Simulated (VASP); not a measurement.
Set up this calculation in VASP 6.6.1, as the native input.

* Task: single point
* Functional: PBE
* Potentials or basis: VASP PAW PBE potentials, release 64 (Zr_sv, B)
* Cutoff: 520 eV
* k mesh: 12 × 12 × 10
* Occupations: gaussian, width 0.05 eV
* Spin: non-collinear spin, zero start, spin-orbit coupling
* Starting moments: [[0.0, 0.0, 0.0], [0.0, 0.0, 0.0], [0.0, 0.0, 0.0]] μB
* Dipole correction: no
* Further INCAR settings: ALGO = Normal; EDIFF = 1e-06; NBANDS = 31

The structure of ZrB2 lies in POSCAR:

```
ZrB2
1.0
    3.1712186820      0.0000000000      0.0000000000
   -1.5856093410      2.7463559396      0.0000000000
    0.0000000000      0.0000000000      3.5419291061
Zr B
1 2
Direct
    0.0000000000      0.0000000000      0.0000000000
    0.3333333333      0.6666666667      0.5000000000
    0.6666666667      0.3333333333      0.5000000000
```

The input as run:

INCAR

```
SYSTEM = ZrB2
ALGO = Normal
EDIFF = 1E-6
ENCUT = 520
GGA = PE
GGA_COMPAT = .FALSE.
ISIF = 2
ISMEAR = 0
LASPH = .TRUE.
LCHARG = .TRUE.
LMAXMIX = 4
LORBIT = 11
LORBMOM = .TRUE.
LREAL = .FALSE.
LSORBIT = .TRUE.
LVHAR = .TRUE.
LWAVE = .FALSE.
MAGMOM = 0 0 0 0 0 0 0 0 0
NBANDS = 31
NELM = 150
PREC = Accurate
SIGMA = 0.05
```

KPOINTS

```
k-points
0
G
  12 12 10
  0 0 0
```

Potentials or basis: VASP PAW PBE potentials, release 64 (Zr_sv, B).

Run with:

```sh
$ cat potpaw_PBE.64/Zr_sv/POTCAR potpaw_PBE.64/B/POTCAR > POTCAR
$ mpirun -np 1 vasp_ncl > vasp.out
```

It gave:

| Item | Value |
| --- | --- |
| Pressure | 0.1 GPa |
| Net moment | 0.00 μB per cell |
| Valence electrons inside the program's atomic spheres | Zr 9.96; B 1.90 |

It took 2.1 min on 1 thread of Intel(R) Xeon(R) Platinum 8488C (Sapphire Rapids), on a shared host, peak memory 0.31 GiB.
